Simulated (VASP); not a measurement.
Write the native input for VASP 6.6.1 that does the following.

* Task: single point
* Functional: PBE
* Potentials or basis: VASP PAW PBE potentials, release 64 (In_d, C)
* Cutoff: 520 eV
* k mesh: 12 × 12 × 4
* Occupations: gaussian, width 0.1 eV
* Spin: no spin polarisation
* Dipole correction: no
* Further INCAR settings: ALGO = Normal; EDIFF = 1e-07; NBANDS = 39

The structure of In2C lies in POSCAR:

```
In2C
1.0
    3.7516188767      0.0000000000      0.0000000000
    0.0000000000      3.7516188767      0.0000000000
    0.0000000000      0.0000000000      8.8908742866
In C
4 2
Direct
    0.0000000000      0.5000000000      0.8641723417
    0.0000000000      0.5000000000      0.3641723417
    0.5000000000      0.0000000000      0.6358276583
    0.5000000000      0.0000000000      0.1358276583
    0.0000000000      0.0000000000      0.5000000000
    0.5000000000      0.5000000000      0.0000000000
```

These files were run (other wordings do the same):

INCAR

```
SYSTEM = In2C
ALGO = Normal ; EDIFF = 1E-7
ENCUT = 520 ; GGA = PE
ISIF = 2 ; ISMEAR = 0
LASPH = .TRUE. ; LCHARG = .TRUE.
LELF = .TRUE. ; LREAL = .FALSE.
LVHAR = .TRUE. ; LWAVE = .FALSE.
NBANDS = 39 ; NELM = 100
PREC = Accurate ; SIGMA = 0.1
```

KPOINTS

```
k-points
0
G
  12 12 4
  0 0 0
```

Potentials or basis: VASP PAW PBE potentials, release 64 (In_d, C).

Command:

```console
$ cat potpaw_PBE.64/In_d/POTCAR potpaw_PBE.64/C/POTCAR > POTCAR
$ mpirun -np 1 vasp_std > vasp.out
```

It gave:

```yaml
Pressure: 0.1 GPa
Largest_force: 0.008 eV/Å
Band_gap_on_the_k_mesh: zero (band 30 reaches 7.71 eV, above the bottom of band 31 at 5.91 eV)
```

Caveat: spin-orbit coupling is left out, which moves the levels of the heavy elements.

Wall time 8.1 min on 1 thread of Intel Xeon 6975P-C (shared host), peak memory 0.43 GiB.
